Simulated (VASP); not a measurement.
# ScIn3As (P4/nmm) in VASP: single point with PBE

Aim: the single point of ScIn3As with PBE.

Program: VASP 6.6.1. These are calculated values, not measurements. Logs are shortened: lines on timing, memory, paths and dates and some standing lists are left out, and cuts for length are marked.

**1. The cell of the first run**

Symmetry: P4/nmm, No. 129, tetragonal system. Conventional cell: a = 3.853 Å, b = 3.853 Å, c = 17.358 Å, α = 90.00°, β = 90.00°, γ = 90.00°. Sc (site symmetry 4mm) has 5 As at 2.72 to 2.73 Å within 3.6 Å. In (site symmetry 4mm) has 13 In at 3.14 to 3.85 Å within 4.1 Å. In (site symmetry 4mm) has 14 In at 3.27 to 3.85 Å within 4.3 Å. In (site symmetry 4mm) has 1 As at 2.81 Å and 5 In at 3.14 to 3.56 Å within 3.7 Å. As (site symmetry 4mm) has 5 Sc at 2.72 to 2.73 Å and 1 In at 2.81 Å within 3.6 Å.

**2. Single point, PBE, collinear spin**

Contents of INCAR:

```
SYSTEM = ScIn3As
PREC = Accurate
ENCUT = 520
EDIFF = 1E-7
ISMEAR = 0
SIGMA = 0.1
LREAL = .False.
LASPH = .True.
NELM = 150
ALGO = Normal
ISIF = 2
LWAVE = .False.
LCHARG = .True.
ISPIN = 2
MAGMOM = 1 1 0 0 0 0 0 0 0 0
LORBIT = 11
LMAXMIX = 4
GGA = PE
LELF = .True.
LVHAR = .True.
NBANDS = 70
```

Contents of KPOINTS:

```
regular mesh
0
Gamma
  4 4 1
  0 0 0
```

Contents of POSCAR:

```
ScIn3As
1.0
    3.8525665988      0.0000000000      0.0000000000
    0.0000000000      3.8525665988      0.0000000000
    0.0000000000      0.0000000000     17.3579834535
Sc In As
2 6 2
Direct
    0.0000000000      0.5000000000      0.9246181868
    0.5000000000      0.0000000000      0.0753818132
    0.5000000000      0.0000000000      0.3327603765
    0.5000000000      0.0000000000      0.5519654649
    0.0000000000      0.5000000000      0.2432219495
    0.5000000000      0.0000000000      0.7567780505
    0.0000000000      0.5000000000      0.6672396235
    0.0000000000      0.5000000000      0.4480345351
    0.5000000000      0.0000000000      0.9184803831
    0.0000000000      0.5000000000      0.0815196169
```

Potentials or basis: VASP PAW PBE potentials, release 64 (Sc_sv, In_d, As).

On the command line:

```
cat potpaw_PBE.64/Sc_sv/POTCAR potpaw_PBE.64/In_d/POTCAR potpaw_PBE.64/As/POTCAR > POTCAR
mpirun -np 1 vasp_std > vasp.out
```

OUTCAR:

```text
SYSTEM = ScIn3As
   PREC = Accurate
   ENCUT = 520
   EDIFF = 1E-7
   ISMEAR = 0
   LREAL = .False.
   LASPH = .True.
   NELM = 150
   ISIF = 2
   ISPIN = 2
   LORBIT = 11
   GGA = PE

 ion  position               nearest neighbor table
   1  0.000  0.500  0.925-  10 2.72   9 2.73   9 2.73   9 2.73   9 2.73
   2  0.500  0.000  0.075-   9 2.72  10 2.73  10 2.73  10 2.73  10 2.73
   3  0.500  0.000  0.333-   5 3.14   5 3.14   5 3.14   5 3.14   8 3.38   8 3.38   8 3.38   8 3.38
                             4 3.80
   4  0.500  0.000  0.552-   8 3.27   8 3.27   8 3.27   8 3.27   7 3.38   7 3.38   7 3.38   7 3.38
                             6 3.56   3 3.80
   5  0.000  0.500  0.243-  10 2.81   3 3.14   3 3.14   3 3.14   3 3.14   8 3.56
   6  0.500  0.000  0.757-   9 2.81   7 3.14   7 3.14   7 3.14   7 3.14   4 3.56
   7  0.000  0.500  0.667-   6 3.14   6 3.14   6 3.14   6 3.14   4 3.38   4 3.38   4 3.38   4 3.38
                             8 3.80
   8  0.000  0.500  0.448-   4 3.27   4 3.27   4 3.27   4 3.27   3 3.38   3 3.38   3 3.38   3 3.38
                             5 3.56   7 3.80
   9  0.500  0.000  0.918-   2 2.72   1 2.73   1 2.73   1 2.73   1 2.73   6 2.81
  10  0.000  0.500  0.082-   1 2.72   2 2.73   2 2.73   2 2.73   2 2.73   5 2.81

  LATTYP: Found a simple tetragonal cell.
 ALAT       =     3.8525665988
 C/A-ratio  =     4.5055635012

  Lattice vectors:

 A1 = (   3.8525665988,   0.0000000000,   0.0000000000)
 A2 = (   0.0000000000,   3.8525665988,   0.0000000000)
 A3 = (   0.0000000000,   0.0000000000,  17.3579834535)

Analysis of symmetry for initial positions (statically):
=====================================================================
 Subroutine PRICEL returns:
 Original cell was already a primitive cell.

 Routine SETGRP: Setting up the symmetry group for a
 simple tetragonal supercell.

 Subroutine GETGRP returns: Found 16 space group operations
 (whereof  8 operations were pure point group operations)
 out of a pool of 16 trial point group operations.

The static configuration has the point symmetry D_2d.
 The point group associated with its full space group is D_4h.

Analysis of symmetry for dynamics (positions and initial velocities):
=====================================================================
 Subroutine PRICEL returns:
 Original cell was already a primitive cell.

 Routine SETGRP: Setting up the symmetry group for a
 simple tetragonal supercell.

 Subroutine GETGRP returns: Found 16 space group operations
 (whereof  8 operations were pure point group operations)
 out of a pool of 16 trial point group operations.

The dynamic configuration has the point symmetry D_2d.
 The point group associated with its full space group is D_4h.

Analysis of structural, dynamic, and magnetic symmetry:
=====================================================================
 Subroutine PRICEL returns:
 Original cell was already a primitive cell.

 Routine SETGRP: Setting up the symmetry group for a
 simple tetragonal supercell.

 Subroutine GETGRP returns: Found 16 space group operations
 (whereof  8 operations were pure point group operations)
 out of a pool of 16 trial point group operations.

The overall configuration has the point symmetry D_2d.
 The point group associated with its full space group is D_4h.

 Subroutine INISYM returns: Found 16 space group operations
 (whereof  8 operations are pure point group operations),
 and found     1 'primitive' translations

----------------------------------------------------------------------------------------

                                     Primitive cell

  volume of cell :     257.6319

  direct lattice vectors                    reciprocal lattice vectors
     3.852566599  0.000000000  0.000000000     0.259567220  0.000000000  0.000000000
     0.000000000  3.852566599  0.000000000     0.000000000  0.259567220  0.000000000
     0.000000000  0.000000000 17.357983454     0.000000000  0.000000000  0.057610379

  length of vectors
     3.852566599  3.852566599 17.357983454     0.259567220  0.259567220  0.057610379

  position of ions in fractional coordinates (direct lattice)
     0.000000000  0.500000000  0.924618187
     0.500000000  0.000000000  0.075381813
     0.500000000  0.000000000  0.332760376
     0.500000000  0.000000000  0.551965465
[... 66 lines left out ...]
   ISPIN  =      2    spin polarized calculation?
   LNONCOLLINEAR =      F non collinear calculations
   LSORBIT =      F    spin-orbit coupling
   LASPH  =      T    aspherical Exc in radial PAW
   ENCUT  =  520.0 eV  38.22 Ry    6.18 a.u.   7.16  7.16 32.27*2*pi/ulx,y,z
   NELM   =    150;   NELMIN=  2; NELMDL= -5     # of ELM steps
   EDIFF  = 0.1E-06   stopping-criterion for ELM
   LREAL  =      F    real-space projection
   EDIFFG = 0.1E-05   stopping-criterion for IOM
   NSW    =      0    number of steps for IOM
   IBRION =     -1    ionic relax: 0-MD 1-quasi-New 2-CG
   NFREE  =      0    steps in history (QN), initial steepest desc. (CG)
   ISIF   =      2    stress and relaxation
   ISYM   =      2    0-nonsym 1-usesym 2-fastsym
   POTIM  = 0.5000    time-step for ionic-motion
   TEBEG  =    0.0;   TEEND  =   0.0 temperature during run
   PSTRESS=    0.0 pullay stress
   NELECT =     110.0000    total number of electrons
   NUPDOWN=      -1.0000    fix difference up-down
   EMIN   =  10.00;   EMAX   =-10.00  energy-range for DOS
   EFERMI =   0.00;   METHOD = LEGACY
   ISMEAR =     0;   SIGMA  =   0.10  broadening in eV -4-tet -1-fermi 0-gaus
   EFERMI_NEDOS =   21; number of points for ismear=-14 and -15
   IALGO  =     38    algorithm
   IMIX   =      4    mixing-type and parameters
     AMIX     =   0.40;   BMIX     =  1.00
     AMIX_MAG =   1.60;   BMIX_MAG =  1.00
  volume/ion in A,a.u.               =      25.76       173.86
  Fermi-wavevector in a.u.,A,eV,Ry     =   1.232743  2.329546 20.676164  1.519655
  Thomas-Fermi vector in A             =   2.367501
   LORBIT       =     11    0 simple, 1 ext, 2 COOP (PROOUT), +10 PAW based schemes
   GGA     = PE    functional components
   LHFCALC =     F    Hartree Fock is set to
   AEXX    =    0.0000 exact exchange contribution
   IVDW    =     0    specifies the selected vdW correction
   LEPSILON=     F    determine dielectric tensor
   LRPA    =     F    only Hartree local field effects (RPA)
 spin polarized calculation
 Gauss-broadening in eV      SIGMA  =   0.10
  energy-cutoff  :      520.00
  volume of cell :      257.63
 maximum number of plane-waves:      7004
 NGX is ok and might be reduce to    30
   NGX = 15   NGY = 15   NGZ = 65

 number of electron     109.9999943 magnetization       0.0002960

 Free energy of the ion-electron system (eV)
  ---------------------------------------------------
  ext. energy  EPLUGINS =         0.00000000
  ---------------------------------------------------
  free energy    TOTEN  =       -41.46513993 eV

  energy without entropy =      -41.42094709  energy(sigma->0) =      -41.44304351

 E-fermi :   6.0542     XC(G=0):  -9.9053

 val. band max:        6.0461521609   @ k =   0.2500   0.2500   0.0000
 cond. band min:       6.0606499549   @ k =   0.5000   0.2500   0.0000
 fundamental gap:      0.0144977940
 Fermi energy:         6.0542051467

 spin component 1

 k-point     1 :       0.0000    0.0000    0.0000
  band No.  band energies     occupation
      1     -44.0492      1.00000
      2     -44.0425      1.00000
      3     -22.7721      1.00000
      4     -22.7269      1.00000
      5     -22.6438      1.00000
      6     -22.6438      1.00000
[... 409 lines left out ...]
     66       7.5813      0.00000
     67       8.3835      0.00000
 Fermi energy:         6.0542051467

 spin component 2

 k-point     1 :       0.0000    0.0000    0.0000
  band No.  band energies     occupation
      1     -44.0492      1.00000
      2     -44.0425      1.00000
      3     -22.7721      1.00000
      4     -22.7269      1.00000
      5     -22.6437      1.00000
      6     -22.6437      1.00000
[... 409 lines left out ...]
     66       7.5813      0.00000
     67       8.3834      0.00000
 [bands above 67 left out]

------------------------ aborting loop because EDIFF is reached ----------------------------------------

  FORCE on cell =-STRESS in cart. coord.  units (eV):
  Direction    XX          YY          ZZ          XY          YZ          ZX
  --------------------------------------------------------------------------------------
  -------------------------------------------------------------------------------------
  Total        0.2135647      0.2135647     -0.9488207      0.0000000     -0.0000000      0.0000000
  in kB        1.3281298      1.3281298     -5.9005859      0.0000000     -0.0000000      0.0000000
  external PRESSURE =      -1.0814421 kB  Pullay stress =       0.0000000 kB

 VOLUME and BASIS-vectors are now :
 -----------------------------------------------------------------------------
  energy-cutoff  :      520.00
  volume of cell :      257.63
      direct lattice vectors                 reciprocal lattice vectors
     3.852566599  0.000000000  0.000000000     0.259567220  0.000000000  0.000000000
     0.000000000  3.852566599  0.000000000     0.000000000  0.259567220  0.000000000
     0.000000000  0.000000000 17.357983454     0.000000000  0.000000000  0.057610379

 POSITION                                       TOTAL-FORCE (eV/Angst)
 -----------------------------------------------------------------------------------
      0.00000      1.92628     16.04951        -0.000000      0.000000     -0.065364
      1.92628      0.00000      1.30848        -0.000000      0.000000      0.065364
      1.92628      0.00000      5.77605         0.000000      0.000000     -0.047295
      1.92628      0.00000      9.58101         0.000000     -0.000000      0.023916
      0.00000      1.92628      4.22184        -0.000000     -0.000000     -0.028904
      1.92628      0.00000     13.13614        -0.000000      0.000000      0.028904
      0.00000      1.92628     11.58193        -0.000000      0.000000      0.047295
      0.00000      1.92628      7.77698        -0.000000      0.000000     -0.023916
      1.92628      0.00000     15.94297        -0.000000     -0.000000     -0.048464
      0.00000      1.92628      1.41502        -0.000000      0.000000      0.048464
 -----------------------------------------------------------------------------------
    total drift:                                0.000000      0.000000      0.000000

  FREE ENERGIE OF THE ION-ELECTRON SYSTEM (eV)
  ---------------------------------------------------
  free  energy   TOTEN  =       -41.4651399307 eV

  energy  without entropy=      -41.4209470907  energy(sigma->0) =      -41.44304351

 total charge

# of ion       s       p       d       tot
------------------------------------------
    1        2.171   6.124   1.062   9.357
    2        2.171   6.124   1.062   9.357
    3        0.979   0.497   9.849  11.325
    4        1.019   0.449   9.846  11.313
    5        0.976   0.507   9.852  11.335
    6        0.976   0.507   9.852  11.335
    7        0.979   0.497   9.849  11.325
    8        1.019   0.449   9.846  11.313
    9        1.212   1.646   0.022   2.881
   10        1.212   1.646   0.022   2.881
--------------------------------------------------
tot         12.714  18.445  61.263  92.422

 magnetization (x)

# of ion       s       p       d       tot
------------------------------------------
    1        0.000   0.000   0.000   0.000
    2        0.000   0.000   0.000   0.000
    3        0.000   0.000   0.000   0.000
    4        0.000   0.000  -0.000   0.000
    5        0.000   0.000  -0.000   0.000
    6        0.000   0.000  -0.000   0.000
    7        0.000   0.000   0.000   0.000
    8        0.000   0.000  -0.000   0.000
    9       -0.000  -0.000   0.000  -0.000
   10       -0.000  -0.000   0.000  -0.000
--------------------------------------------------
tot          0.000   0.000   0.000   0.000
```

Run time: 9.5 min. Hardware: 1 thread of Intel Xeon Platinum 8259CL at 2.50GHz (Skylake/Cascade Lake), shared host; peak memory 0.53 GiB.

What came out:

| Item | Value |
| --- | --- |
| Free energy | -41.4651 eV |
| Pressure | -0.1 GPa |
| Largest force | 0.065 eV/Å |
| Band gap on the k mesh | zero (filled and empty bands overlap) |
| Net moment | 0.00 μB per cell |
| Valence electrons inside the program's atomic spheres | Sc 9.36; In 11.32, 11.31, 11.34 (each value once); As 2.88 |

Forces on the atoms (eV/Å):
```
Sc   0.000  0.000 -0.065
Sc   0.000  0.000  0.065
In   0.000  0.000 -0.047
In   0.000  0.000  0.024
In   0.000  0.000 -0.029
In   0.000  0.000  0.029
In   0.000  0.000  0.047
In   0.000  0.000 -0.024
As   0.000  0.000 -0.048
As   0.000  0.000  0.048
```

Stress tensor (GPa, compression positive):
```
 0.13  0.00  0.00
 0.00  0.13  0.00
 0.00  0.00 -0.59
```

Caveat: the k points lie up to 0.41 Å⁻¹ apart, too coarse for converged energies and pressures of a metal; spin-orbit coupling is left out, which moves the levels of the heavy elements.
